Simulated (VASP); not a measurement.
# BiP (P-6m2) in VASP: notebook

The runs below take BiP through single point, with r2SCAN.

Program: VASP 6.6.1. These are calculated values, not measurements. Logs are shortened: lines on timing, memory, paths and dates and some standing lists are left out, and cuts for length are marked.

## (1) The cell of the first run

The structure is hexagonal, space group P-6m2 (No. 187). Conventional cell: a = 3.919 Å, b = 3.919 Å, c = 3.749 Å, α = 90.00°, β = 90.00°, γ = 120.00°. Within 4.0 Å of Bi (site symmetry -6m2) lie 6 P at 2.94 Å and 8 Bi at 3.75 to 3.92 Å. P (site symmetry -6m2) has 6 Bi at 2.94 Å and 8 P at 3.75 to 3.92 Å within 4.0 Å.

## (2) Single point, r2SCAN

Input file POSCAR:

```
BiP
1.0
    3.9188589170      0.0000000000      0.0000000000
   -1.9594294585      3.3938313760      0.0000000000
    0.0000000000      0.0000000000      3.7488147774
Bi P
1 1
Direct
    0.0000000000      0.0000000000      0.0000000000
    0.6666666667      0.3333333333      0.5000000000
```

Input file INCAR.step1:

```
  ALGO = Normal
  EDIFF = 1E-4
  ENCUT = 520
  GGA = PE
  ISMEAR = 0
  LASPH = True
  LCHARG = False
  LREAL = False
  LWAVE = True
  NBANDS = 17
  NELM = 100
  PREC = Accurate
  SIGMA = 0.05
```

Input file INCAR.step2:

```
  ALGO = Normal
  EDIFF = 1E-6
  ENCUT = 520
  ISIF = 2
  ISMEAR = 0
  ISTART = 1
  LASPH = True
  LCHARG = True
  LELF = True
  LMIXTAU = True
  LREAL = False
  LVHAR = True
  LWAVE = False
  METAGGA = R2SCAN
  NBANDS = 17
  NELM = 100
  PREC = Accurate
  SIGMA = 0.05
```

Input file KPOINTS:

```
k-points
0
Gamma
  10 10 10
```

Potentials or basis: VASP PAW PBE potentials, release 64 (Bi_d, P).

Command:

```console
cat potpaw_PBE.64/Bi_d/POTCAR potpaw_PBE.64/P/POTCAR > POTCAR
cp INCAR.step1 INCAR
mpirun -np 1 vasp_std > vasp.out
cp INCAR.step2 INCAR
mpirun -np 1 vasp_std > vasp.out
```

OUTCAR:

```text
EDIFF = 1E-6
   ENCUT = 520
   ISIF = 2
   ISMEAR = 0
   ISTART = 1
   LASPH = True
   LREAL = False
   METAGGA = R2SCAN
   NELM = 100
   PREC = Accurate

 ion  position               nearest neighbor table
   1  0.000  0.000  0.000-   2 2.94   2 2.94   2 2.94   2 2.94   2 2.94   2 2.94
   2  0.667  0.333  0.500-   1 2.94   1 2.94   1 2.94   1 2.94   1 2.94   1 2.94

  LATTYP: Found a hexagonal cell.
 ALAT       =     3.9188589170
 C/A-ratio  =     0.9566087621

  Lattice vectors:

 A1 = (   3.9188589170,   0.0000000000,   0.0000000000)
 A2 = (  -1.9594294585,   3.3938313760,   0.0000000000)
 A3 = (   0.0000000000,   0.0000000000,   3.7488147774)

Analysis of symmetry for initial positions (statically):
=====================================================================
 Subroutine PRICEL returns:
 Original cell was already a primitive cell.

 Routine SETGRP: Setting up the symmetry group for a
 hexagonal supercell.

 Subroutine GETGRP returns: Found 12 space group operations
 (whereof 12 operations were pure point group operations)
 out of a pool of 24 trial point group operations.

The static configuration has the point symmetry D_3h.

Analysis of symmetry for dynamics (positions and initial velocities):
=====================================================================
 Subroutine PRICEL returns:
 Original cell was already a primitive cell.

 Routine SETGRP: Setting up the symmetry group for a
 hexagonal supercell.

 Subroutine GETGRP returns: Found 12 space group operations
 (whereof 12 operations were pure point group operations)
 out of a pool of 24 trial point group operations.

The dynamic configuration has the point symmetry D_3h.

 Subroutine INISYM returns: Found 12 space group operations
 (whereof 12 operations are pure point group operations),
 and found     1 'primitive' translations

----------------------------------------------------------------------------------------

                                     Primitive cell

  volume of cell :      49.8590

  direct lattice vectors                    reciprocal lattice vectors
     3.918858917  0.000000000  0.000000000     0.255176321  0.147326117  0.000000000
    -1.959429459  3.393831376  0.000000000     0.000000000  0.294652235  0.000000000
     0.000000000  0.000000000  3.748814777     0.000000000  0.000000000  0.266750976

  length of vectors
[... 81 lines left out ...]
   NELM   =    100;   NELMIN=  2; NELMDL=  0     # of ELM steps
   EDIFF  = 0.1E-05   stopping-criterion for ELM
   LREAL  =      F    real-space projection
   EDIFFG = 0.1E-04   stopping-criterion for IOM
   NSW    =      0    number of steps for IOM
   IBRION =     -1    ionic relax: 0-MD 1-quasi-New 2-CG
   NFREE  =      0    steps in history (QN), initial steepest desc. (CG)
   ISIF   =      2    stress and relaxation
   ISYM   =      2    0-nonsym 1-usesym 2-fastsym
   POTIM  = 0.5000    time-step for ionic-motion
   TEBEG  =    0.0;   TEEND  =   0.0 temperature during run
   PSTRESS=    0.0 pullay stress
   NELECT =      20.0000    total number of electrons
   NUPDOWN=      -1.0000    fix difference up-down
   EMIN   =  10.00;   EMAX   =-10.00  energy-range for DOS
   EFERMI =   0.00;   METHOD = LEGACY
   ISMEAR =     0;   SIGMA  =   0.05  broadening in eV -4-tet -1-fermi 0-gaus
   EFERMI_NEDOS =   21; number of points for ismear=-14 and -15
   IALGO  =     38    algorithm
   IMIX   =      4    mixing-type and parameters
     AMIX     =   0.40;   BMIX     =  1.00
     AMIX_MAG =   1.60;   BMIX_MAG =  1.00
  volume/ion in A,a.u.               =      24.93       168.23
  Fermi-wavevector in a.u.,A,eV,Ry     =   1.207360  2.281580 19.833468  1.457719
  Thomas-Fermi vector in A             =   2.343000
   LORBIT       =      0    0 simple, 1 ext, 2 COOP (PROOUT), +10 PAW based schemes
   METAGGA = R2SCAN    functional components
   LHFCALC =     F    Hartree Fock is set to
   AEXX    =    0.0000 exact exchange contribution
   IVDW    =     0    specifies the selected vdW correction
   LEPSILON=     F    determine dielectric tensor
   LRPA    =     F    only Hartree local field effects (RPA)
 non-spin polarized calculation
 Gauss-broadening in eV      SIGMA  =   0.05
  energy-cutoff  :      520.00
  volume of cell :       49.86
 maximum number of plane-waves:      1370
 NGX is ok and might be reduce to    30
   NGX = 15   NGY = 15   NGZ = 13

 number of electron      20.0000011 magnetization

 Free energy of the ion-electron system (eV)
  ---------------------------------------------------
  ext. energy  EPLUGINS =         0.00000000
  ---------------------------------------------------
  free energy    TOTEN  =       -66.82556157 eV

  energy without entropy =      -66.82435837  energy(sigma->0) =      -66.82495997

 E-fermi :   7.1584     XC(G=0): -10.7846

 val. band max:        7.1211752088   @ k =   0.0000   0.0000   0.4000
 cond. band min:       7.1698434232   @ k =   0.2000   0.1000   0.2000
 fundamental gap:      0.0486682144
 Fermi energy:         7.1583823416

 k-point     1 :       0.0000    0.0000    0.0000
  band No.  band energies     occupation
      1     -16.7084      2.00000
      2     -16.6823      2.00000
      3     -16.6823      2.00000
      4     -16.6280      2.00000
      5     -16.6280      2.00000
      6      -7.3392      2.00000
[... 457 lines left out ...]
      4     -16.6381      2.00000
      5     -16.6343      2.00000
      6      -5.1356      2.00000
[... 9 lines left out ...]
     16      17.5874      0.00000
     17      18.4012      0.00000

 [... further k-points ...]

------------------------ aborting loop because EDIFF is reached ----------------------------------------

  FORCE on cell =-STRESS in cart. coord.  units (eV):
  Direction    XX          YY          ZZ          XY          YZ          ZX
  --------------------------------------------------------------------------------------
  -------------------------------------------------------------------------------------
  Total        0.0001273      0.0001273     -0.0056908      0.0000000      0.0000000      0.0000000
  in kB        0.0040897      0.0040897     -0.1828676      0.0000000      0.0000000      0.0000000
  external PRESSURE =      -0.0582294 kB  Pullay stress =       0.0000000 kB

 VOLUME and BASIS-vectors are now :
 -----------------------------------------------------------------------------
  energy-cutoff  :      520.00
  volume of cell :       49.86
      direct lattice vectors                 reciprocal lattice vectors
     3.918858917  0.000000000  0.000000000     0.255176321  0.147326117  0.000000000
    -1.959429459  3.393831376  0.000000000     0.000000000  0.294652235  0.000000000
     0.000000000  0.000000000  3.748814777     0.000000000  0.000000000  0.266750976

 POSITION                                       TOTAL-FORCE (eV/Angst)
 -----------------------------------------------------------------------------------
      0.00000      0.00000      0.00000        -0.000000      0.000000      0.000000
      1.95943      1.13128      1.87441         0.000000     -0.000000      0.000000
 -----------------------------------------------------------------------------------
    total drift:                               -0.000000      0.000000      0.000000

  FREE ENERGIE OF THE ION-ELECTRON SYSTEM (eV)
  ---------------------------------------------------
  free  energy   TOTEN  =       -66.8255615657 eV

  energy  without entropy=      -66.8243583655  energy(sigma->0) =      -66.82495997
```

OSZICAR.step1:

```text
N       E                     dE             d eps       ncg     rms          rms(c)
DAV:   1     0.149339025069E+03    0.14934E+03   -0.10191E+04  2880   0.129E+03
DAV:   2     0.154949099266E+01   -0.14779E+03   -0.14370E+03  3022   0.332E+02
DAV:   3    -0.879994202834E+01   -0.10349E+02   -0.10241E+02  3638   0.894E+01
DAV:   4    -0.904955765187E+01   -0.24962E+00   -0.24939E+00  3596   0.145E+01
DAV:   5    -0.905846250554E+01   -0.89049E-02   -0.89044E-02  4191   0.256E+00    0.331E+00
DAV:   6    -0.872041537509E+01    0.33805E+00   -0.12123E+00  4288   0.592E+00    0.186E+00
DAV:   7    -0.872483395773E+01   -0.44186E-02   -0.90966E-02  3261   0.149E+00    0.110E+00
DAV:   8    -0.872391672102E+01    0.91724E-03   -0.93430E-03  3642   0.825E-01    0.110E-01
DAV:   9    -0.872359132520E+01    0.32540E-03   -0.18687E-03  3982   0.291E-01    0.818E-02
DAV:  10    -0.872364755577E+01   -0.56231E-04   -0.25712E-04  3014   0.118E-01
   1 F= -.87236476E+01 E0= -.87230130E+01  d E =-.126913E-02
```

Run time: 2.2 min. Hardware: 1 thread of Intel Xeon Platinum 8488C (Sapphire Rapids), shared host; peak memory 0.21 GiB.

What came out:

```yaml
Free_energy: -66.8256 eV
Pressure: 0.0 GPa
Band_gap_on_the_k_mesh: zero (bands 10 and 11 overlap by 2.85 eV)
```

Levels at points of the mesh, in eV from the Fermi level:
| k point | band 6 | band 7 | band 8 | band 9 | band 10 | band 11 | band 12 | band 13 | band 14 | band 15 |
| --- | --- | --- | --- | --- | --- | --- | --- | --- | --- | --- |
| (0.00, 0.00, 0.00) | -14.50 | -6.22 | -2.83 | -1.46 | -1.46 | 2.57 | 2.57 | 4.27 | 6.78 | 6.94 |
| (0.50, 0.00, 0.00) | -12.35 | -10.20 | -3.18 | -2.20 | -0.83 | 2.05 | 2.15 | 4.54 | 5.46 | 10.33 |
| (0.00, 0.00, 0.50) | -12.23 | -11.25 | -0.09 | -0.09 | 0.68 | 1.39 | 2.13 | 2.13 | 7.62 | 7.62 |
| (0.50, 0.00, 0.50) | -10.70 | -9.78 | -5.39 | -5.20 | -0.78 | 0.30 | 2.55 | 2.57 | 10.14 | 11.64 |

Caveat: the PAW data sets were made with another functional, which shifts forces and pressure a little; spin-orbit coupling is left out, which moves the levels of the heavy elements.

## (3) Single point, r2SCAN (25.43 Å³/atom)

This run uses another cell than the first one, of 25.43 Å³/atom.

Input file POSCAR:

```
BiP
1.0
    3.9506017056      0.0000000000      0.0000000000
   -1.9753008528      3.4213214373      0.0000000000
    0.0000000000      0.0000000000      3.7625901877
Bi P
1 1
Direct
    0.0000000000      0.0000000000      0.0000000000
    0.6666666667      0.3333333333      0.5000000000
```

Input file INCAR.step1:

```
SYSTEM = BiP
  PREC = Accurate
  ENCUT = 520
  ISMEAR = 0
  SIGMA = 0.05
  LREAL = .FALSE.
  LASPH = .TRUE.
  NELM = 60
  NBANDS = 17
  GGA = PE
  ALGO = Normal
  EDIFF = 1E-4
  LWAVE = .TRUE.
  LCHARG = .FALSE.
```

Input file INCAR.step2:

```
SYSTEM = BiP
  PREC = Accurate
  ENCUT = 520
  EDIFF = 1E-6
  ISMEAR = 0
  SIGMA = 0.05
  LREAL = .FALSE.
  LASPH = .TRUE.
  NELM = 60
  ALGO = Normal
  ISIF = 2
  LWAVE = .FALSE.
  LCHARG = .FALSE.
  METAGGA = R2SCAN
  LMIXTAU = .TRUE.
  NBANDS = 17
  ISTART = 1
```

Input file KPOINTS:

```
Automatic mesh
0
G
  10 10 10
  0 0 0
```

Potentials or basis: VASP PAW PBE potentials, release 64 (Bi_d, P).

Command:

```console
cat potpaw_PBE.64/Bi_d/POTCAR potpaw_PBE.64/P/POTCAR > POTCAR
cp INCAR.step1 INCAR
mpirun -np 1 vasp_std > vasp.out
cp INCAR.step2 INCAR
mpirun -np 1 vasp_std > vasp.out
```

OUTCAR:

```text
SYSTEM = BiP
   PREC = Accurate
   ENCUT = 520
   EDIFF = 1E-6
   ISMEAR = 0
   LREAL = .FALSE.
   LASPH = .TRUE.
   NELM = 60
   ISIF = 2
   METAGGA = R2SCAN
   ISTART = 1

 ion  position               nearest neighbor table
   1  0.000  0.000  0.000-   2 2.96   2 2.96   2 2.96   2 2.96   2 2.96   2 2.96
   2  0.667  0.333  0.500-   1 2.96   1 2.96   1 2.96   1 2.96   1 2.96   1 2.96

  LATTYP: Found a hexagonal cell.
 ALAT       =     3.9506017056
 C/A-ratio  =     0.9524093969

  Lattice vectors:

 A1 = (   3.9506017056,   0.0000000000,   0.0000000000)
 A2 = (  -1.9753008528,   3.4213214373,   0.0000000000)
 A3 = (   0.0000000000,   0.0000000000,   3.7625901877)

Analysis of symmetry for initial positions (statically):
=====================================================================
 Subroutine PRICEL returns:
 Original cell was already a primitive cell.

 Routine SETGRP: Setting up the symmetry group for a
 hexagonal supercell.

 Subroutine GETGRP returns: Found 12 space group operations
 (whereof 12 operations were pure point group operations)
 out of a pool of 24 trial point group operations.

The static configuration has the point symmetry D_3h.

Analysis of symmetry for dynamics (positions and initial velocities):
=====================================================================
 Subroutine PRICEL returns:
 Original cell was already a primitive cell.

 Routine SETGRP: Setting up the symmetry group for a
 hexagonal supercell.

 Subroutine GETGRP returns: Found 12 space group operations
 (whereof 12 operations were pure point group operations)
 out of a pool of 24 trial point group operations.

The dynamic configuration has the point symmetry D_3h.

 Subroutine INISYM returns: Found 12 space group operations
 (whereof 12 operations are pure point group operations),
 and found     1 'primitive' translations

----------------------------------------------------------------------------------------

                                     Primitive cell

[... 104 lines left out ...]
   EFERMI =   0.00;   METHOD = LEGACY
   ISMEAR =     0;   SIGMA  =   0.05  broadening in eV -4-tet -1-fermi 0-gaus
   EFERMI_NEDOS =   21; number of points for ismear=-14 and -15
   IALGO  =     38    algorithm
   IMIX   =      4    mixing-type and parameters
     AMIX     =   0.40;   BMIX     =  1.00
     AMIX_MAG =   1.60;   BMIX_MAG =  1.00
  volume/ion in A,a.u.               =      25.43       171.60
  Fermi-wavevector in a.u.,A,eV,Ry     =   1.199417  2.266569 19.573352  1.438601
  Thomas-Fermi vector in A             =   2.335280
   LORBIT       =      0    0 simple, 1 ext, 2 COOP (PROOUT), +10 PAW based schemes
   METAGGA = R2SCAN    functional components
   LHFCALC =     F    Hartree Fock is set to
   AEXX    =    0.0000 exact exchange contribution
   IVDW    =     0    specifies the selected vdW correction
   LEPSILON=     F    determine dielectric tensor
   LRPA    =     F    only Hartree local field effects (RPA)
 non-spin polarized calculation
 Gauss-broadening in eV      SIGMA  =   0.05
  energy-cutoff  :      520.00
  volume of cell :       50.86
 maximum number of plane-waves:      1406
 NGX is ok and might be reduce to    30
   NGX = 15   NGY = 15   NGZ = 13

 number of electron      20.0000005 magnetization

 Free energy of the ion-electron system (eV)
  ---------------------------------------------------
  ext. energy  EPLUGINS =         0.00000000
  ---------------------------------------------------
  free energy    TOTEN  =       -66.82163079 eV

  energy without entropy =      -66.82046100  energy(sigma->0) =      -66.82104589

 E-fermi :   6.8953     XC(G=0): -10.6853

 val. band max:        6.8258237544   @ k =   0.0000   0.0000   0.5000
 cond. band min:       6.9077629746   @ k =   0.2000   0.1000   0.2000
 fundamental gap:      0.0819392202
 Fermi energy:         6.8953188579

 k-point     1 :       0.0000    0.0000    0.0000
  band No.  band energies     occupation
      1     -16.9408      2.00000
      2     -16.9145      2.00000
      3     -16.9145      2.00000
      4     -16.8641      2.00000
      5     -16.8641      2.00000
      6      -7.4298      2.00000
[... 457 lines left out ...]
      4     -16.8735      2.00000
      5     -16.8706      2.00000
      6      -5.2950      2.00000
[... 9 lines left out ...]
     16      17.2611      0.00000
     17      18.1036      0.00000

 [... further k-points ...]
[... 5 lines left out ...]
  --------------------------------------------------------------------------------------
  -------------------------------------------------------------------------------------
  Total       -0.4227875     -0.4227875     -0.4298099      0.0000000      0.0000000      0.0000000
  in kB      -13.3195244    -13.3195244    -13.5407585      0.0000000      0.0000000      0.0000000
  external PRESSURE =     -13.3932691 kB  Pullay stress =       0.0000000 kB

 VOLUME and BASIS-vectors are now :
 -----------------------------------------------------------------------------
  energy-cutoff  :      520.00
  volume of cell :       50.86
      direct lattice vectors                 reciprocal lattice vectors
     3.950601706  0.000000000  0.000000000     0.253125998  0.146142363  0.000000000
    -1.975300853  3.421321437  0.000000000     0.000000000  0.292284726  0.000000000
     0.000000000  0.000000000  3.762590188     0.000000000  0.000000000  0.265774360

 POSITION                                       TOTAL-FORCE (eV/Angst)
 -----------------------------------------------------------------------------------
      0.00000      0.00000      0.00000        -0.000000     -0.000000      0.000000
      1.97530      1.14044      1.88130         0.000000      0.000000      0.000000
 -----------------------------------------------------------------------------------
    total drift:                               -0.000000      0.000000      0.000000

  FREE ENERGIE OF THE ION-ELECTRON SYSTEM (eV)
  ---------------------------------------------------
  free  energy   TOTEN  =       -66.8216307911 eV

  energy  without entropy=      -66.8204609968  energy(sigma->0) =      -66.82104589
```

OUTCAR.step1:

```text
SYSTEM = BiP
   PREC = Accurate
   ENCUT = 520
   ISMEAR = 0
   LREAL = .FALSE.
   LASPH = .TRUE.
[... 703 lines left out ...]
      0.00000      0.00000      0.00000         0.000000     -0.000000      0.000000
      1.97530      1.14044      1.88130        -0.000000      0.000000      0.000000
 -----------------------------------------------------------------------------------
    total drift:                                0.000000     -0.000000      0.000000

  FREE ENERGIE OF THE ION-ELECTRON SYSTEM (eV)
  ---------------------------------------------------
  free  energy   TOTEN  =        -8.7250743123 eV

  energy  without entropy=       -8.7238005315  energy(sigma->0) =       -8.72443742
```

OSZICAR.step1:

```text
N       E                     dE             d eps       ncg     rms          rms(c)
DAV:   1     0.146250665382E+03    0.14625E+03   -0.10159E+04  2872   0.126E+03
DAV:   2     0.135721637069E+01   -0.14489E+03   -0.14114E+03  3033   0.327E+02
DAV:   3    -0.881618212514E+01   -0.10173E+02   -0.10080E+02  3605   0.883E+01
DAV:   4    -0.905563738882E+01   -0.23946E+00   -0.23923E+00  3584   0.143E+01
DAV:   5    -0.906472981953E+01   -0.90924E-02   -0.90920E-02  4171   0.254E+00    0.329E+00
DAV:   6    -0.872074302403E+01    0.34399E+00   -0.13087E+00  4322   0.601E+00    0.182E+00
DAV:   7    -0.872622785985E+01   -0.54848E-02   -0.88992E-02  3267   0.151E+00    0.110E+00
DAV:   8    -0.872541554739E+01    0.81231E-03   -0.10497E-02  3619   0.867E-01    0.150E-01
DAV:   9    -0.872500260011E+01    0.41295E-03   -0.21980E-03  4101   0.312E-01    0.869E-02
DAV:  10    -0.872507431228E+01   -0.71712E-04   -0.32264E-04  3092   0.130E-01
   1 F= -.87250743E+01 E0= -.87244374E+01  d E =-.127378E-02
```

Wall time 2.1 min (1 thread of Intel Xeon Platinum 8488C (Sapphire Rapids), shared host); peak memory 0.21 GiB.

Results:

* Free energy: -66.8216 eV
* Pressure: -1.3 GPa
* Band gap on the k mesh: zero (bands 10 and 11 overlap by 2.67 eV)

Levels at points of the mesh, in eV from the Fermi level:
```
           k point  band 6  band 7  band 8  band 9  band 10  band 11  band 12  band 13  band 14  band 15
(0.00, 0.00, 0.00)  -14.33   -6.29   -2.70   -1.44    -1.44     2.54     2.54     4.34     6.64     6.90
(0.50, 0.00, 0.00)  -12.25  -10.11   -3.11   -2.17    -0.76     2.06     2.17     4.60     5.37    10.33
(0.00, 0.00, 0.50)  -12.11  -11.11   -0.07   -0.07     0.60     1.29     2.08     2.08     7.63     7.63
(0.50, 0.00, 0.50)  -10.65   -9.71   -5.25   -5.07    -0.75     0.32     2.56     2.56     9.99    11.51
```

Caveat: the PAW data sets were made with another functional, which shifts forces and pressure a little; spin-orbit coupling is left out, which moves the levels of the heavy elements.

(Part 1 of 2 ends here.)
